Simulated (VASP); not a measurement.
# Pd (Im-3m) in VASP: notebook

The runs below take Pd through single point, with LDA.

All numbers are computed with VASP 6.6.1; they aren't measurements. Logs are shortened: lines on timing, memory, paths and dates and some standing lists are left out, and cuts for length are marked.

## 1. The cell of the first run

It takes space group Im-3m (No. 229, cubic). Conventional cell: a = 2.979 Å, b = 2.979 Å, c = 2.979 Å, α = 90.00°, β = 90.00°, γ = 90.00°. Pd (site symmetry m-3m) has 14 Pd at 2.58 to 2.98 Å within 3.4 Å.

## 2. Single point, LDA

INCAR

```
  ALGO = Normal
  EDIFF = 1E-6
  ENCUT = 500
  GGA = CA
  GGA_COMPAT = False
  ISIF = 2
  ISMEAR = -1
  LASPH = True
  LCHARG = False
  LREAL = False
  LWAVE = False
  NBANDS = 11
  NELM = 120
  PREC = Accurate
  SIGMA = 0.05
```

KPOINTS

```
k-points
0
Gamma
  10 10 10
```

POSCAR

```
Pd
1.0
    1.4896501718      1.4896501718      1.4896501718
   -1.4896501718      1.4896501718      1.4896501718
   -1.4896501718     -1.4896501718      1.4896501718
Pd
1
Direct
    0.0000000000      0.0000000000      0.0000000000
```

Potentials or basis: VASP PAW LDA potentials, release 64 (Pd).

Run with:

```bash
> cat potpaw_LDA.64/Pd/POTCAR > POTCAR
> mpirun -np 1 vasp_std > vasp.out
```

OUTCAR:

```text
EDIFF = 1E-6
   ENCUT = 500
   GGA = CA
   ISIF = 2
   ISMEAR = -1
   LASPH = True
   LREAL = False
   NELM = 120
   PREC = Accurate

 ion  position               nearest neighbor table
   1  0.000  0.000  0.000-

  LATTYP: Found a body centered cubic cell.
 ALAT       =     2.9793003436

  Lattice vectors:

 A1 = (   1.4896501718,  -1.4896501718,  -1.4896501718)
 A2 = (   1.4896501718,   1.4896501718,   1.4896501718)
 A3 = (  -1.4896501718,  -1.4896501718,   1.4896501718)

Analysis of symmetry for initial positions (statically):
=====================================================================
 Subroutine PRICEL returns:
 Original cell was already a primitive cell.

 Routine SETGRP: Setting up the symmetry group for a
 body centered cubic supercell.

 Subroutine GETGRP returns: Found 48 space group operations
 (whereof 48 operations were pure point group operations)
 out of a pool of 48 trial point group operations.

The static configuration has the point symmetry O_h .

Analysis of symmetry for dynamics (positions and initial velocities):
=====================================================================
 Subroutine PRICEL returns:
 Original cell was already a primitive cell.

 Routine SETGRP: Setting up the symmetry group for a
 body centered cubic supercell.

 Subroutine GETGRP returns: Found 48 space group operations
 (whereof 48 operations were pure point group operations)
 out of a pool of 48 trial point group operations.

The dynamic configuration has the point symmetry O_h .

 Subroutine INISYM returns: Found 48 space group operations
 (whereof 48 operations are pure point group operations),
 and found     1 'primitive' translations

----------------------------------------------------------------------------------------

                                     Primitive cell

  volume of cell :      13.2225

  direct lattice vectors                    reciprocal lattice vectors
     1.489650172  1.489650172  1.489650172     0.335649275  0.000000000  0.335649275
    -1.489650172  1.489650172  1.489650172    -0.335649275  0.335649275  0.000000000
    -1.489650172 -1.489650172  1.489650172     0.000000000 -0.335649275  0.335649275

  length of vectors
     2.580149783  2.580149783  2.580149783     0.474679757  0.474679757  0.474679757

  position of ions in fractional coordinates (direct lattice)
     0.000000000  0.000000000  0.000000000

  ion indices of the primitive-cell ions
   primitive index   ion index
                 1           1

----------------------------------------------------------------------------------------

 KPOINTS: k-points

Automatic generation of k-mesh.
 Grid dimensions read from file:
 generate k-points for:   10   10   10

 Generating k-lattice:

  Cartesian coordinates                     Fractional coordinates (reciprocal lattice)
     0.033564927  0.000000000  0.033564927     0.100000000  0.000000000  0.000000000
    -0.033564927  0.033564927  0.000000000     0.000000000  0.100000000  0.000000000
     0.000000000 -0.033564927  0.033564927     0.000000000  0.000000000  0.100000000

  Length of vectors
     0.047467976  0.047467976  0.047467976

  Shift w.r.t. Gamma in fractional coordinates (k-lattice)
     0.000000000  0.000000000  0.000000000

 Subroutine IBZKPT returns following result:
 ===========================================

 Found     47 irreducible k-points:

 Following reciprocal coordinates:
            Coordinates               Weight
  0.000000  0.000000  0.000000      1.000000
  0.100000  0.000000  0.000000     12.000000
  0.200000  0.000000  0.000000     12.000000
  0.300000  0.000000  0.000000     12.000000
  0.400000  0.000000  0.000000     12.000000
  0.500000  0.000000  0.000000      6.000000
[... 16 lines left out ...]
  0.100000  0.300000  0.100000      8.000000
  0.500000  0.300000  0.100000     24.000000
 [... further k-points ...]
   k-points           NKPTS =     47   k-points in BZ     NKDIM =     47   number of bands    NBANDS=     11
   number of dos      NEDOS =    301   number of ions     NIONS =      1
   total plane-waves  NPLWV =   8000
   dimension x,y,z NGX =    20 NGY =   20 NGZ =   20
   dimension x,y,z NGXF=    40 NGYF=   40 NGZF=   40
   ions per type =               1
   NGX,Y,Z   is equivalent  to a cutoff of  12.89, 12.89, 12.89 a.u.
   NGXF,Y,Z  is equivalent  to a cutoff of  25.77, 25.77, 25.77 a.u.
 SYSTEM =  unknown system
   PREC   = accura    normal or accurate (medium, high low for compatibility)
   ISTART =      0    job   : 0-new  1-cont  2-samecut
   ICHARG =      2    charge: 1-file 2-atom 10-const
   ISPIN  =      1    spin polarized calculation?
   LNONCOLLINEAR =      F non collinear calculations
   LSORBIT =      F    spin-orbit coupling
   LASPH  =      T    aspherical Exc in radial PAW
   ENCUT  =  500.0 eV  36.75 Ry    6.06 a.u.   4.70  4.70  4.70*2*pi/ulx,y,z
   NELM   =    120;   NELMIN=  2; NELMDL= -5     # of ELM steps
   EDIFF  = 0.1E-05   stopping-criterion for ELM
   LREAL  =      F    real-space projection
   EDIFFG = 0.1E-04   stopping-criterion for IOM
   NSW    =      0    number of steps for IOM
   IBRION =     -1    ionic relax: 0-MD 1-quasi-New 2-CG
   NFREE  =      0    steps in history (QN), initial steepest desc. (CG)
   ISIF   =      2    stress and relaxation
   ISYM   =      2    0-nonsym 1-usesym 2-fastsym
   POTIM  = 0.5000    time-step for ionic-motion
   TEBEG  =    0.0;   TEEND  =   0.0 temperature during run
   PSTRESS=    0.0 pullay stress
   NELECT =      10.0000    total number of electrons
   NUPDOWN=      -1.0000    fix difference up-down
   EMIN   =  10.00;   EMAX   =-10.00  energy-range for DOS
   EFERMI =   0.00;   METHOD = LEGACY
   ISMEAR =    -1;   SIGMA  =   0.05  broadening in eV -4-tet -1-fermi 0-gaus
   EFERMI_NEDOS =   21; number of points for ismear=-14 and -15
   IALGO  =     38    algorithm
   IMIX   =      4    mixing-type and parameters
     AMIX     =   0.40;   BMIX     =  1.00
     AMIX_MAG =   1.60;   BMIX_MAG =  1.00
  volume/ion in A,a.u.               =      13.22        89.23
  Fermi-wavevector in a.u.,A,eV,Ry     =   1.491548  2.818617 30.269088  2.224715
  Thomas-Fermi vector in A             =   2.604189
   LORBIT       =      0    0 simple, 1 ext, 2 COOP (PROOUT), +10 PAW based schemes
   GGA     = CA    functional components
   LHFCALC =     F    Hartree Fock is set to
   AEXX    =    0.0000 exact exchange contribution
   IVDW    =     0    specifies the selected vdW correction
   LEPSILON=     F    determine dielectric tensor
   LRPA    =     F    only Hartree local field effects (RPA)
 non-spin polarized calculation
  energy-cutoff  :      500.00
  volume of cell :       13.22
 maximum number of plane-waves:       370
   NGX =  9   NGY =  9   NGZ =  9

 number of electron      10.0000004 magnetization

 Free energy of the ion-electron system (eV)
  ---------------------------------------------------
  ext. energy  EPLUGINS =         0.00000000
  ---------------------------------------------------
  free energy    TOTEN  =        -6.38351167 eV

  energy without entropy =       -6.37611036  energy(sigma->0) =       -6.37981101

 E-fermi :  11.5713     XC(G=0): -14.1937

 val. band max:       11.5660158066   @ k =   0.4000   0.2000   0.2000
 cond. band min:      11.6644250632   @ k =   0.5000   0.4000   0.3000
 fundamental gap:      0.0984092566
 Fermi energy:        11.5713253661

 k-point     1 :       0.0000    0.0000    0.0000
  band No.  band energies     occupation
      1       3.4721      2.00000
      2       8.0110      2.00000
      3       8.0110      2.00000
      4       8.0110      2.00000
      5      10.4235      2.00000
      6      10.4235      2.00000
      7      31.0529      0.00000
      8      31.0529      0.00000
      9      31.0529      0.00000
     10      37.0217      0.00000
     11      41.0376      0.00000

 k-point     2 :       0.1000    0.0000    0.0000
  band No.  band energies     occupation
      1       3.8885      2.00000
      2       7.8553      2.00000
      3       8.0120      2.00000
      4       8.3339      2.00000
      5      10.2463      2.00000
      6      10.4356      2.00000
      7      31.0165      0.00000
      8      31.1396      0.00000
      9      31.6228      0.00000
     10      36.9951      0.00000
     11      38.5215      0.00000

 k-point     3 :       0.2000    0.0000    0.0000
  band No.  band energies     occupation
      1       4.9147      2.00000
      2       7.4679      2.00000
      3       8.0727      2.00000
      4       9.2424      2.00000
      5      10.0204      2.00000
      6      10.4840      2.00000
      7      29.6455      0.00000
      8      30.5433      0.00000
      9      33.1698      0.00000
     10      36.8607      0.00000
     11      37.4983      0.00000

 k-point     4 :       0.3000    0.0000    0.0000
  band No.  band energies     occupation
      1       5.5520      2.00000
      2       7.0241      2.00000
      3       9.0096      2.00000
      4      10.1016      2.00000
      5      10.5319      2.00000
      6      10.5788      2.00000
      7      26.1987      0.00000
      8      28.8570      0.00000
      9      34.3269      0.00000
     10      35.2238      0.00000
     11      36.8581      0.00000
[... 239 lines left out ...]
 k-point    22 :       0.5000    0.2000    0.1000
  band No.  band energies     occupation
      1       6.0148      2.00000
      2       7.2505      2.00000
      3       8.4025      2.00000
      4       9.8567      2.00000
      5      11.7056      0.12770
      6      15.4983      0.00000
      7      21.1820      0.00000
      8      26.1362      0.00000
      9      30.1294      0.00000
     10      35.7030      0.00000
     11      36.9752      0.00000

 k-point    23 :       0.1000    0.3000    0.1000
  band No.  band energies     occupation
      1       5.5851      2.00000
      2       7.3616      2.00000
      3       7.3616      2.00000
      4      10.3032      2.00000
      5      10.3032      2.00000
      6      10.4172      2.00000
      7      29.4727      0.00000
      8      29.4727      0.00000
      9      32.6341      0.00000
     10      33.0394      0.00000
     11      37.0882      0.00000

 k-point    24 :       0.5000    0.3000    0.1000
  band No.  band energies     occupation
      1       6.6445      2.00000
      2       7.0011      2.00000
      3       8.0091      2.00000
      4       9.9803      2.00000
      5      11.1703      1.99934
      6      15.9024      0.00000
      7      22.9904      0.00000
      8      23.7977      0.00000
      9      32.2972      0.00000
     10      33.4760      0.00000
     11      36.9797      0.00000

 [... further k-points ...]

------------------------ aborting loop because EDIFF is reached ----------------------------------------

  FORCE on cell =-STRESS in cart. coord.  units (eV):
  Direction    XX          YY          ZZ          XY          YZ          ZX
  --------------------------------------------------------------------------------------
  -------------------------------------------------------------------------------------
  Total        1.6814674      1.6814674      1.6814674      0.0000000      0.0000000      0.0000000
  in kB      203.7446302    203.7446302    203.7446302      0.0000000      0.0000000      0.0000000
  external PRESSURE =     203.7446302 kB  Pullay stress =       0.0000000 kB

 VOLUME and BASIS-vectors are now :
 -----------------------------------------------------------------------------
  energy-cutoff  :      500.00
  volume of cell :       13.22
      direct lattice vectors                 reciprocal lattice vectors
     1.489650172  1.489650172  1.489650172     0.335649275  0.000000000  0.335649275
    -1.489650172  1.489650172  1.489650172    -0.335649275  0.335649275  0.000000000
    -1.489650172 -1.489650172  1.489650172     0.000000000 -0.335649275  0.335649275

 POSITION                                       TOTAL-FORCE (eV/Angst)
 -----------------------------------------------------------------------------------
      0.00000      0.00000      0.00000         0.000000      0.000000      0.000000
 -----------------------------------------------------------------------------------
    total drift:                                0.000000     -0.000000     -0.000000

  FREE ENERGIE OF THE ION-ELECTRON SYSTEM (eV)
  ---------------------------------------------------
  free  energy   TOTEN  =        -6.3835116693 eV

  energy  without entropy=       -6.3761103597  energy(sigma->0) =       -6.37981101
```

It took 7.7 s on 1 thread of AMD EPYC 9R45 (Zen 5), shared host; peak memory 0.09 GiB.

What came out:

```
Free energy            : -6.3835 eV
Pressure               : 20.4 GPa
Band gap on the k mesh : zero (band 5 reaches 12.32 eV, above the bottom of band 6 at 10.42 eV)
```

## 3. Single point, LDA

This run uses another cell than the first one, of 14.24 Å³/atom, 1.077 times its volume.

INCAR

```
ALGO = Normal
EDIFF = 1E-6
ENCUT = 500
GGA_COMPAT = F
ISIF = 2
ISMEAR = -1
LASPH = T
LCHARG = F
LREAL = F
LWAVE = F
NBANDS = 11
NELM = 120
PREC = Accurate
SIGMA = 0.05
```

KPOINTS is that of step 2.

POSCAR

```
Pd
1.0
    1.5267831652      1.5267831652      1.5267831652
   -1.5267831652      1.5267831652      1.5267831652
   -1.5267831652     -1.5267831652      1.5267831652
Pd
1
Direct
    0.0000000000      0.0000000000      0.0000000000
```

Potentials or basis: VASP PAW LDA potentials, release 64 (Pd).

Run with:

```bash
> cat potpaw_LDA.64/Pd/POTCAR > POTCAR
> mpirun -np 1 vasp_std > vasp.out
```

Run time: 7.9 s. Hardware: 1 thread of AMD EPYC 9R45 (Zen 5), shared host; peak memory 0.08 GiB.

It converged, with:

| Property | Result |
| --- | --- |
| Free energy | -6.4443 eV |
| Pressure | 0.3 GPa |
| Band gap on the k mesh | zero (band 5 reaches 10.85 eV, above the bottom of band 6 at 9.17 eV) |

Levels at points of the mesh, in eV from the Fermi level:
```tsv
k point	band 1	band 2	band 3	band 4	band 5	band 6	band 7	band 8	band 9	band 10
(0.00, 0.00, 0.00)	-7.49	-3.17	-3.17	-3.17	-1.00	-1.00	19.40	19.40	19.40	25.75
(0.50, 0.00, 0.00)	-5.65	-4.45	-1.09	-0.74	0.66	1.28	8.22	15.18	18.08	25.00
(0.50, 0.50, 0.50)	-5.58	-5.58	0.24	0.24	0.24	9.27	9.27	9.27	18.23	18.23
```

[end of part 1 of 2]
